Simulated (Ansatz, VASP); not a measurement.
**One calculation of Li2ZrO2, two programs**

```
Li Zr O
1.0
    -1.82104    1.82104    3.55957
     1.82104   -1.82104    3.55957
     1.82104    1.82104   -3.55957
Li Zr O
2 1 2
Direct
  0.33311 0.33311 0.00000
  0.66689 0.66689 0.00000
  0.00000 0.00000 0.00000
  0.25000 0.75000 0.50000
  0.75000 0.25000 0.50000
```

Change from the starting cell: species swapped into the Ho2SbO2 type (I4/mmm, No. 139).

Alike in both runs: functional PBE; k mesh 8 × 8 × 8; occupations gaussian, width 0.1 eV; no spin polarisation.

Ansatz relaxed the structure, and its values are those at the end. VASP's run is a single point on that final structure, the one shown.

|  | VASP | Ansatz |
| --- | --- | --- |
| version | VASP 6.6.1 | Ansatz 0.2.0 |
| potentials or method | VASP PAW PBE potentials, release 64 (Li_sv, Zr_sv, O), cutoff 520 eV | scalar-relativistic, plane waves, PAW |
| valence electrons in the cell | 30 | 30 |

VASP gave:

| Item | Value |
| --- | --- |
| gap on the k mesh at the Fermi level (eV) | none |
| rms of the force components (eV/Å) | 0.007 |

Problem. Estimate Ansatz's values.

Solution. gap on the k mesh at the Fermi level (eV): none; rms of the force components (eV/Å): 0.000.

A gap of «none» marks a metal or a gap that the smearing closes.

Noted on VASP's run: the cutoff is short for stress, so the pressure is rough.
